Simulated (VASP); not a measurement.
# MgCd2Se3 (P6/mmm) in VASP: further runs

Runs on MgCd2Se3. Level: PBE. Tasks: single point.

All numbers are computed with VASP 6.6.1; they aren't measurements. Logs are shortened: lines on timing, memory, paths and dates and some standing lists are left out, and cuts for length are marked.

### 1 The cell of the first run

It takes space group P6/mmm (No. 191, hexagonal). Conventional cell: a = 5.008 Å, b = 5.008 Å, c = 4.713 Å, α = 90.00°, β = 90.00°, γ = 120.00°. Within 3.1 Å of Mg (site symmetry 6/mmm) lie 8 Se at 2.36 to 2.89 Å. Cd (site symmetry -6m2) has 5 Se at 2.36 to 2.89 Å and 3 Cd at 2.89 Å within 3.1 Å. Se (site symmetry -6m2) has 2 Cd at 2.36 Å and 3 Se at 2.89 Å and 3 Mg at 2.89 Å within 3.1 Å. Se (site symmetry 6/mmm) has 2 Mg at 2.36 Å and 6 Cd at 2.89 Å within 3.1 Å.

The cell was built from a structure type or drawn by symmetry, and may not be a known phase.

### 2 Single point, PBE

INCAR reads:

```
  PREC = Accurate
  ENCUT = 520
  EDIFF = 1E-7
  ISMEAR = 0
  SIGMA = 0.1
  LREAL = F
  LASPH = T
  NELM = 80
  ALGO = Normal
  ISIF = 2
  LWAVE = F
  LCHARG = T
  GGA = PE
  LELF = T
  LVHAR = T
  NBANDS = 31
```

KPOINTS reads:

```
regular mesh
0
Gamma
  6 6 4
```

POSCAR reads:

```
MgCd2Se3
1.0
    5.0079318400      0.0000000000      0.0000000000
   -2.5039659200      4.3369961900      0.0000000000
    0.0000000000      0.0000000000      4.7126031100
Mg Cd Se
1 2 3
Direct
    0.0000000000      0.0000000000      0.0000000000
    0.3333333300      0.6666666700      0.5000000000
    0.6666666700      0.3333333300      0.5000000000
    0.3333333300      0.6666666700      0.0000000000
    0.6666666700      0.3333333300      0.0000000000
    0.0000000000      0.0000000000      0.5000000000
```

Potentials or basis: VASP PAW PBE potentials, release 64 (Mg, Cd, Se).

The run is started by

```
$ cat potpaw_PBE.64/Mg/POTCAR potpaw_PBE.64/Cd/POTCAR potpaw_PBE.64/Se/POTCAR > POTCAR
$ mpirun -np 1 vasp_std > vasp.out
```

OUTCAR:

```text
PREC = Accurate
   ENCUT = 520
   EDIFF = 1E-7
   ISMEAR = 0
   LREAL = F
   LASPH = T
   NELM = 80
   ISIF = 2
   GGA = PE

 ion  position               nearest neighbor table
   1  0.000  0.000  0.000-   6 2.36   6 2.36   4 2.89   5 2.89   4 2.89   5 2.89   5 2.89   4 2.89

   2  0.333  0.667  0.500-   4 2.36   4 2.36   3 2.89   6 2.89   3 2.89   6 2.89   6 2.89   3 2.89

   3  0.667  0.333  0.500-   5 2.36   5 2.36   2 2.89   6 2.89   2 2.89   6 2.89   6 2.89   2 2.89

   4  0.333  0.667  0.000-   2 2.36   2 2.36   1 2.89   1 2.89   1 2.89
   5  0.667  0.333  0.000-   3 2.36   3 2.36   1 2.89   1 2.89   1 2.89
   6  0.000  0.000  0.500-   1 2.36   1 2.36   3 2.89   2 2.89   2 2.89   3 2.89   3 2.89   2 2.89

  LATTYP: Found a hexagonal cell.
 ALAT       =     5.0079318400
 C/A-ratio  =     0.9410278056

  Lattice vectors:

 A1 = (   5.0079318400,   0.0000000000,   0.0000000000)
 A2 = (  -2.5039659200,   4.3369961900,   0.0000000000)
 A3 = (   0.0000000000,   0.0000000000,   4.7126031100)

Analysis of symmetry for initial positions (statically):
=====================================================================
 Subroutine PRICEL returns:
 Original cell was already a primitive cell.

 Routine SETGRP: Setting up the symmetry group for a
 hexagonal supercell.

 Subroutine GETGRP returns: Found 24 space group operations
 (whereof 24 operations were pure point group operations)
 out of a pool of 24 trial point group operations.

The static configuration has the point symmetry D_6h.

Analysis of symmetry for dynamics (positions and initial velocities):
=====================================================================
 Subroutine PRICEL returns:
 Original cell was already a primitive cell.

 Routine SETGRP: Setting up the symmetry group for a
 hexagonal supercell.

 Subroutine GETGRP returns: Found 24 space group operations
 (whereof 24 operations were pure point group operations)
 out of a pool of 24 trial point group operations.

The dynamic configuration has the point symmetry D_6h.

 Subroutine INISYM returns: Found 24 space group operations
 (whereof 24 operations are pure point group operations),
 and found     1 'primitive' translations

----------------------------------------------------------------------------------------

                                     Primitive cell

  volume of cell :     102.3548

  direct lattice vectors                    reciprocal lattice vectors
     5.007931840  0.000000000  0.000000000     0.199683229  0.115287166  0.000000000
    -2.503965920  4.336996190  0.000000000     0.000000000  0.230574332  0.000000000
     0.000000000  0.000000000  4.712603110     0.000000000  0.000000000  0.212196949

  length of vectors
     5.007931840  5.007931837  4.712603110     0.230574332  0.230574332  0.212196949

  position of ions in fractional coordinates (direct lattice)
     0.000000000  0.000000000  0.000000000
     0.333333330  0.666666670  0.500000000
     0.666666670  0.333333330  0.500000000
     0.333333330  0.666666670  0.000000000
     0.666666670  0.333333330  0.000000000
     0.000000000  0.000000000  0.500000000

  ion indices of the primitive-cell ions
   primitive index   ion index
                 1           1
                 2           2
                 3           3
                 4           4
                 5           5
                 6           6

----------------------------------------------------------------------------------------

 KPOINTS: regular mesh

Automatic generation of k-mesh.
 Grid dimensions read from file:
 generate k-points for:    6    6    4

 Generating k-lattice:

  Cartesian coordinates                     Fractional coordinates (reciprocal lattice)
     0.033280538  0.019214528  0.000000000     0.166666667  0.000000000  0.000000000
     0.000000000  0.038429055  0.000000000     0.000000000  0.166666667  0.000000000
     0.000000000  0.000000000  0.053049237     0.000000000  0.000000000  0.250000000

  Length of vectors
     0.038429055  0.038429055  0.053049237

  Shift w.r.t. Gamma in fractional coordinates (k-lattice)
     0.000000000  0.000000000  0.000000000

 Subroutine IBZKPT returns following result:
 ===========================================

 Found     21 irreducible k-points:

 Following reciprocal coordinates:
            Coordinates               Weight
  0.000000  0.000000  0.000000      1.000000
  0.166667 -0.000000  0.000000      6.000000
  0.333333 -0.000000  0.000000      6.000000
  0.500000 -0.000000  0.000000      3.000000
  0.166667  0.166667  0.000000      6.000000
  0.333333  0.166667  0.000000     12.000000
[... 13 lines left out ...]
  0.333333  0.166667  0.500000     12.000000
  0.333333  0.333333  0.500000      2.000000
   k-points           NKPTS =     21   k-points in BZ     NKDIM =     21   number of bands    NBANDS=     31
   number of dos      NEDOS =    301   number of ions     NIONS =      6
   total plane-waves  NPLWV =  57600
   dimension x,y,z NGX =    40 NGY =   40 NGZ =   36
   dimension x,y,z NGXF=    80 NGYF=   80 NGZF=   72
   ions per type =               1   2   3
   NGX,Y,Z   is equivalent  to a cutoff of  13.28, 13.28, 12.70 a.u.
   NGXF,Y,Z  is equivalent  to a cutoff of  26.56, 26.56, 25.40 a.u.
 SYSTEM =  unknown system
   PREC   = accura    normal or accurate (medium, high low for compatibility)
   ISTART =      0    job   : 0-new  1-cont  2-samecut
   ICHARG =      2    charge: 1-file 2-atom 10-const
   ISPIN  =      1    spin polarized calculation?
   LNONCOLLINEAR =      F non collinear calculations
   LSORBIT =      F    spin-orbit coupling
   LASPH  =      T    aspherical Exc in radial PAW
   ENCUT  =  520.0 eV  38.22 Ry    6.18 a.u.   9.31  9.31  8.76*2*pi/ulx,y,z
   NELM   =     80;   NELMIN=  2; NELMDL= -5     # of ELM steps
   EDIFF  = 0.1E-06   stopping-criterion for ELM
   LREAL  =      F    real-space projection
   EDIFFG = 0.1E-05   stopping-criterion for IOM
   NSW    =      0    number of steps for IOM
   IBRION =     -1    ionic relax: 0-MD 1-quasi-New 2-CG
   NFREE  =      0    steps in history (QN), initial steepest desc. (CG)
   ISIF   =      2    stress and relaxation
   ISYM   =      2    0-nonsym 1-usesym 2-fastsym
   POTIM  = 0.5000    time-step for ionic-motion
   TEBEG  =    0.0;   TEEND  =   0.0 temperature during run
   PSTRESS=    0.0 pullay stress
   NELECT =      44.0000    total number of electrons
   NUPDOWN=      -1.0000    fix difference up-down
   EMIN   =  10.00;   EMAX   =-10.00  energy-range for DOS
   EFERMI =   0.00;   METHOD = LEGACY
   ISMEAR =     0;   SIGMA  =   0.10  broadening in eV -4-tet -1-fermi 0-gaus
   EFERMI_NEDOS =   21; number of points for ismear=-14 and -15
   IALGO  =     38    algorithm
   IMIX   =      4    mixing-type and parameters
     AMIX     =   0.40;   BMIX     =  1.00
     AMIX_MAG =   1.60;   BMIX_MAG =  1.00
  volume/ion in A,a.u.               =      17.06       115.12
  Fermi-wavevector in a.u.,A,eV,Ry     =   1.235539  2.334829 20.770047  1.526555
  Thomas-Fermi vector in A             =   2.370184
   LORBIT       =      0    0 simple, 1 ext, 2 COOP (PROOUT), +10 PAW based schemes
   GGA     = PE    functional components
   LHFCALC =     F    Hartree Fock is set to
   AEXX    =    0.0000 exact exchange contribution
   IVDW    =     0    specifies the selected vdW correction
   LEPSILON=     F    determine dielectric tensor
   LRPA    =     F    only Hartree local field effects (RPA)
 non-spin polarized calculation
 Gauss-broadening in eV      SIGMA  =   0.10
  energy-cutoff  :      520.00
  volume of cell :      102.35
 maximum number of plane-waves:      2777
 NGX is ok and might be reduce to    40
   NGX = 19   NGY = 19   NGZ = 17

 number of electron      44.0000013 magnetization

 Free energy of the ion-electron system (eV)
  ---------------------------------------------------
  ext. energy  EPLUGINS =         0.00000000
  ---------------------------------------------------
  free energy    TOTEN  =       -12.33251347 eV

  energy without entropy =      -12.32293155  energy(sigma->0) =      -12.32772251

 E-fermi :   6.4691     XC(G=0): -11.2457

 val. band max:        6.2886337617   @ k =   0.0000   0.0000   0.5000
 cond. band min:       6.4830335533   @ k =   0.1667   0.1667   0.2500
 fundamental gap:      0.1943997916
 Fermi energy:         6.4690749164

 k-point     1 :       0.0000    0.0000    0.0000
  band No.  band energies     occupation
      1      -9.8710      2.00000
      2      -7.8644      2.00000
      3      -7.2214      2.00000
      4      -3.7114      2.00000
      5      -3.7114      2.00000
      6      -3.6321      2.00000
[... 23 lines left out ...]
     30      12.9392      0.00000
     31      12.9392      0.00000

 k-point     2 :       0.1667   -0.0000    0.0000
  band No.  band energies     occupation
      1      -9.7268      2.00000
      2      -7.8718      2.00000
      3      -7.3992      2.00000
      4      -3.9113      2.00000
      5      -3.7873      2.00000
      6      -3.7306      2.00000
[... 23 lines left out ...]
     30      13.3471      0.00000
     31      13.6946      0.00000

 k-point     3 :       0.3333   -0.0000    0.0000
  band No.  band energies     occupation
      1      -9.3293      2.00000
      2      -8.0253      2.00000
      3      -7.7370      2.00000
      4      -4.0131      2.00000
      5      -3.8948      2.00000
      6      -3.7651      2.00000
[... 23 lines left out ...]
     30      12.8523      0.00000
     31      13.6440      0.00000

 k-point     4 :       0.5000   -0.0000    0.0000
  band No.  band energies     occupation
      1      -8.9325      2.00000
      2      -8.4138      2.00000
      3      -7.7984      2.00000
      4      -3.9307      2.00000
      5      -3.8429      2.00000
      6      -3.7977      2.00000
[... 23 lines left out ...]
     30      13.4073      0.00000
     31      13.6263      0.00000

 k-point     5 :       0.1667    0.1667    0.0000
  band No.  band energies     occupation
      1      -9.4542      2.00000
      2      -7.9040      2.00000
      3      -7.7100      2.00000
      4      -4.0460      2.00000
      5      -3.7976      2.00000
      6      -3.7768      2.00000
[... 23 lines left out ...]
     30      13.1235      0.00000
     31      14.2394      0.00000
[... 440 lines left out ...]
     30      12.1132      0.00000
     31      12.9841      0.00000

 k-point    19 :       0.1667    0.1667    0.5000
  band No.  band energies     occupation
      1      -8.6528      2.00000
      2      -8.0177      2.00000
      3      -6.7570      2.00000
      4      -4.6874      2.00000
      5      -4.3990      2.00000
      6      -4.0419      2.00000
[... 23 lines left out ...]
     30      12.9540      0.00000
     31      13.3752      0.00000

 k-point    20 :       0.3333    0.1667    0.5000
  band No.  band energies     occupation
      1      -8.2369      2.00000
      2      -7.9327      2.00000
      3      -7.3311      2.00000
      4      -4.6183      2.00000
      5      -4.4746      2.00000
      6      -4.1372      2.00000
[... 23 lines left out ...]
     30      12.4091      0.00000
     31      12.8122      0.00000

 k-point    21 :       0.3333    0.3333    0.5000
  band No.  band energies     occupation
      1      -7.9115      2.00000
      2      -7.8028      2.00000
      3      -7.8028      2.00000
      4      -4.5464      2.00000
      5      -4.5464      2.00000
      6      -4.2215      2.00000
[... 23 lines left out ...]
     30      12.1186      0.00000
     31      12.5931      0.00000

------------------------ aborting loop because EDIFF is reached ----------------------------------------

  FORCE on cell =-STRESS in cart. coord.  units (eV):
  Direction    XX          YY          ZZ          XY          YZ          ZX
  --------------------------------------------------------------------------------------
  -------------------------------------------------------------------------------------
  Total       13.2127915     13.2127915     41.8865394      0.0000000     -0.0000000      0.0000000
  in kB      206.8220545    206.8220542    655.6570684      0.0000000     -0.0000000      0.0000000
  external PRESSURE =     356.4337257 kB  Pullay stress =       0.0000000 kB

 VOLUME and BASIS-vectors are now :
 -----------------------------------------------------------------------------
  energy-cutoff  :      520.00
  volume of cell :      102.35
      direct lattice vectors                 reciprocal lattice vectors
     5.007931840  0.000000000  0.000000000     0.199683229  0.115287166  0.000000000
    -2.503965920  4.336996190  0.000000000     0.000000000  0.230574332  0.000000000
     0.000000000  0.000000000  4.712603110     0.000000000  0.000000000  0.212196949

 POSITION                                       TOTAL-FORCE (eV/Angst)
 -----------------------------------------------------------------------------------
      0.00000      0.00000      0.00000         0.000000      0.000000      0.000000
     -0.00000      2.89133      2.35630        -0.000000      0.000000      0.000000
      2.50397      1.44567      2.35630         0.000000     -0.000000     -0.000000
     -0.00000      2.89133      0.00000        -0.000000     -0.000000      0.000000
      2.50397      1.44567      0.00000         0.000000      0.000000     -0.000000
      0.00000      0.00000      2.35630         0.000000      0.000000      0.000000
 -----------------------------------------------------------------------------------
    total drift:                                0.000000     -0.000000      0.000000

  FREE ENERGIE OF THE ION-ELECTRON SYSTEM (eV)
  ---------------------------------------------------
  free  energy   TOTEN  =       -12.3325134727 eV

  energy  without entropy=      -12.3229315468  energy(sigma->0) =      -12.32772251
```

It took 49 s on 1 thread of Intel Xeon 6975P-C (Granite Rapids), shared host; peak memory 0.26 GiB.

Results:

| Quantity | Value |
| --- | --- |
| Free energy | -12.3325 eV |
| Pressure | 35.6 GPa |
| Band gap on the k mesh | zero (bands 22 and 23 overlap by 2.00 eV) |

Stress tensor (GPa, compression positive):
```
20.68  0.00  0.00
 0.00 20.68  0.00
 0.00  0.00 65.57
```

Caveat: the cell stands under pressure.

### 3 Single point, PBE

This run uses another cell than the first one, of 22.40 Å³/atom.

INCAR reads:

```
ALGO = Normal ; EDIFF = 1E-6
ENCUT = 520 ; GGA = PE
ISIF = 2 ; ISMEAR = 0
LASPH = True ; LCHARG = False
LREAL = False ; LWAVE = False
NBANDS = 31 ; NELM = 60
PREC = Accurate ; SIGMA = 0.1
```

KPOINTS reads:

```
k-points
0
Gamma
  6 6 4
```

POSCAR reads:

```
MgCd2Se3
1.0
    5.2885528646      0.0000000000      0.0000000000
   -2.6442764323      4.5800211300      0.0000000000
    0.0000000000      0.0000000000      5.5495117133
Mg Cd Se
1 2 3
Direct
    0.0000000000      0.0000000000      0.0000000000
    0.3333333333      0.6666666667      0.5000000000
    0.6666666667      0.3333333333      0.5000000000
    0.3333333333      0.6666666667      0.0000000000
    0.6666666667      0.3333333333      0.0000000000
    0.0000000000      0.0000000000      0.5000000000
```

Potentials or basis: VASP PAW PBE potentials, release 64 (Mg, Cd, Se).

The run is started by

```
$ cat potpaw_PBE.64/Mg/POTCAR potpaw_PBE.64/Cd/POTCAR potpaw_PBE.64/Se/POTCAR > POTCAR
$ mpirun -np 1 vasp_std > vasp.out
```

Wall time 44 s (1 thread of Intel Xeon 6975P-C (Granite Rapids), shared host); peak memory 0.29 GiB.

Results (log left out):

| Quantity | Value |
| --- | --- |
| Free energy | -15.8571 eV |
| Pressure | 0.2 GPa |
| Band gap on the k mesh | zero (bands 22 and 23 overlap by 2.21 eV) |

Stress tensor (GPa, compression positive):
```
0.13 0.00 0.00
0.00 0.13 0.00
0.00 0.00 0.46
```

Levels at points of the mesh, in eV from the Fermi level:
```tsv
k point	band 18	band 19	band 20	band 21	band 22	band 23	band 24	band 25	band 26	band 27
(0.00, 0.00, 0.00)	-2.93	-2.93	-2.13	-1.98	-0.76	-0.76	0.88	2.08	2.08	2.12
(0.50, 0.00, 0.00)	-3.54	-2.72	-2.47	-1.44	-0.66	0.31	1.48	2.53	4.49	4.49
(0.00, 0.00, 0.50)	-2.55	-2.55	-2.13	-1.40	-1.40	0.97	1.05	1.05	2.82	4.08
(0.50, 0.00, 0.50)	-3.60	-1.91	-1.08	-0.64	0.46	1.83	3.22	3.27	3.74	3.85
```
